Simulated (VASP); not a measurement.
Input of a VASP 6.6.1 run:

Contents of INCAR:

```
PREC = Accurate
ENCUT = 520
EDIFF = 1E-6
ISMEAR = 0
SIGMA = 0.01
LREAL = F
LASPH = T
NELM = 60
ALGO = Normal
ISIF = 2
LWAVE = F
LCHARG = T
GGA = CA
LELF = T
LVHAR = T
NBANDS = 49
```

Contents of KPOINTS:

```
Automatic mesh
0
Gamma
  12 12 1
```

POSCAR

```
Te2Mo
1.0
    3.5180000000      0.0000000000      0.0000000000
   -1.7590000000      3.0466773705      0.0000000000
    0.0000000000      0.0000000000     35.0000000000
Mo Te
3 6
Direct
    0.3333333333      0.6666666667      0.3048762503
    0.6666666667      0.3333333333      0.5000000000
    0.3333333333      0.6666666667      0.6951237497
    0.6666666667      0.3333333333      0.3557290770
    0.6666666667      0.3333333333      0.2541882802
    0.3333333333      0.6666666667      0.5508209860
    0.3333333333      0.6666666667      0.4491790140
    0.6666666667      0.3333333333      0.7458117198
    0.6666666667      0.3333333333      0.6442709230
```

Potentials or basis: VASP PAW LDA potentials, release 64 (Mo_sv, Te).

Run with:

```console
$ cat potpaw_LDA.64/Mo_sv/POTCAR potpaw_LDA.64/Te/POTCAR > POTCAR
$ mpirun -np 1 vasp_std > vasp.out
```

Problem. What does it give for the largest force?

Solution. 0.058 eV/Å.

Problem. Predict the band gap on the k mesh.

Solution. 0.73 eV (least direct gap 1.04 eV).

Forces in eV/Å, atoms in the order of the input:
```
Mo   0.000  0.000  0.000
Mo   0.000  0.000  0.000
Mo   0.000  0.000  0.000
Te   0.000  0.000  0.058
Te   0.000  0.000 -0.058
Te   0.000  0.000  0.058
Te   0.000  0.000 -0.058
Te   0.000  0.000  0.058
Te   0.000  0.000 -0.058
```

Caveat: there is no dipole correction, which matters where the two faces differ; spin-orbit coupling is left out, which moves the levels of the heavy elements.
